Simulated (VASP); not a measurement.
The system is Dy.

```
Dy
1.0
     3.59000    0.00000    0.00000
    -1.79500    3.10903    0.00000
     0.00000    0.00000    5.64707
Dy
2
Direct
  0.33333 0.66667 0.75000
  0.66667 0.33333 0.25000
```

Base run:

| Item | Value |
| --- | --- |
| Program | VASP 6.6.1 |
| Functional | PBE |
| Potentials or basis | VASP PAW PBE potentials, release 64 (Dy) |
| Cutoff | 520 eV |
| k mesh | 6 × 6 × 4 |
| Occupations | gaussian, width 0.05 eV |
| Spin | collinear spin, ferromagnetic start |
| Starting moments | [5.0, 5.0] μB |
| Hubbard terms | Dy f U = 6.0 eV |

Its results: pressure 6.3 GPa; net moment 8.96 μB per cell; site moments Dy +4.22 μB.

Problem. The run is repeated on the same cell with these changes: moments at the start from [5.0, 5.0] to [5.95, 5.95]. What comes out?

Solution. Pressure 1.2 GPa; net moment 11.38 μB per cell; site moments Dy +5.22 μB.

Caveats: the magnetic or orbital state may not be the lowest.
